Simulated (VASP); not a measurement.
BaTiO3: single point with PBE

The system is BaTiO3, a slab with vacuum.

```xyz
30
Lattice="5.6677 0.0000 0.0000 0.0000 8.0154 0.0000 0.0000 0.0000 19.0846" Properties=species:S:1:pos:R:3 pbc="T T T"
Ba    2.8339    2.0038    1.0000
Ba    0.0640    2.0402    4.1127
Ba    2.6053    2.2466    7.6081
Ba    2.8339    6.0115    1.0000
Ba    0.1653    6.3355    4.2785
Ba    2.4082    6.0549    7.9711
Ti    0.0000    0.0000    1.0000
Ti    2.8045   -0.0232    4.1495
Ti   -0.1087    0.1005    7.0506
Ti    0.0000    4.0077    1.0000
Ti    2.6708    4.0147    4.3175
Ti   -0.1861    4.1031    7.0257
O     1.4169    0.0000    2.4169
O     4.2508    0.0000    2.4169
O     0.0000    2.0038    1.0000
O     4.1865   -0.1478    5.3763
O     1.5499    0.2107    5.4542
O     2.8826    2.0360    3.7789
O     1.2730    0.2907    8.1885
O     4.3364    0.2823    8.3290
O    -0.2621    2.0920    6.5397
O     1.4169    4.0077    2.4169
O     4.2508    4.0077    2.4169
O     0.0000    6.0115    1.0000
O     4.0621    4.2807    5.4510
O     1.2729    4.1836    5.2456
O     2.8118    6.2316    3.5964
O     1.0845    4.0498    8.3182
O     4.2312    4.4501    8.4734
O     0.0666    6.0191    6.8525
```

```
Program                : VASP 6.6.1
Task                   : single point
Functional             : PBE
Potentials or basis    : VASP PAW PBE potentials, release 64 (Ba_sv, Ti_sv, O)
Cutoff                 : 520 eV
k mesh                 : 2 × 2 × 1
Occupations            : fermi-dirac, width 0.05 eV
Spin                   : no spin polarisation
Dipole correction      : no
Further INCAR settings : LREAL = Auto; ALGO = Normal; EDIFF = 1e-07; NBANDS = 141
```

| Property | Result |
| --- | --- |
| Largest force | 7.659 eV/Å |
| Band gap on the k mesh | zero (bands 120 and 121 overlap by 0.08 eV) |

Forces in eV/Å, atoms in the order of the input:
```
Ba   0.094  0.121  2.220
Ba  -1.055  0.079 -0.459
Ba   1.380 -0.689 -0.142
Ba   0.100 -0.070  2.063
Ba  -1.611 -1.700 -0.957
Ba   1.384  1.258  0.087
Ti  -0.206 -0.034  7.157
Ti   1.731  1.529  2.142
Ti  -1.248  0.614  0.879
Ti  -0.328  0.230  7.648
Ti   4.062  0.107 -2.418
Ti  -1.300  0.843  2.272
O   -1.625  0.562 -3.686
O    1.780  0.388 -3.867
O    0.041 -0.029 -2.190
O   -0.168  0.742 -0.696
O   -0.361 -0.523 -0.958
O   -0.393  0.829  0.177
O   -0.304 -0.535  0.483
O   -0.235 -0.485 -0.451
O    0.336  0.829  1.056
O   -1.269  0.038 -3.451
O    1.620  0.079 -3.879
O    0.055  0.070 -2.205
O   -0.957 -0.518 -0.615
O   -1.298 -0.579  1.647
O   -0.378 -1.981  0.311
O   -0.528 -0.752 -0.272
O    0.722 -1.418 -1.476
O   -0.040  0.993 -0.420
```

Levels at points of the mesh, in eV from the Fermi level:
```csv
k point,band 117,band 118,band 119,band 120,band 121,band 122,band 123,band 124
"(0.00, 0.00, 0.00)",-0.42,-0.30,-0.24,-0.22,0.03,0.15,0.21,0.33
"(0.50, 0.00, 0.00)",-0.54,-0.33,-0.12,0.07,0.18,0.22,0.25,0.32
"(0.00, 0.50, 0.00)",-0.32,-0.31,-0.06,-0.02,-0.01,0.00,0.39,0.46
"(0.50, 0.50, 0.00)",-0.40,-0.32,-0.16,-0.05,0.08,0.12,0.24,0.26
```

Run time: 38 min on 1 thread of Intel(R) Xeon(R) Platinum 8259CL CPU @ 2.50GHz (Skylake/Cascade Lake), on a shared host, peak memory 0.9 GiB.

Caveat: the k points lie up to 0.55 Å⁻¹ apart; the atoms stand as in a frame of molecular dynamics; there is no dipole correction, which matters where the two faces differ; spin-orbit coupling is left out, which moves the levels of the heavy elements.
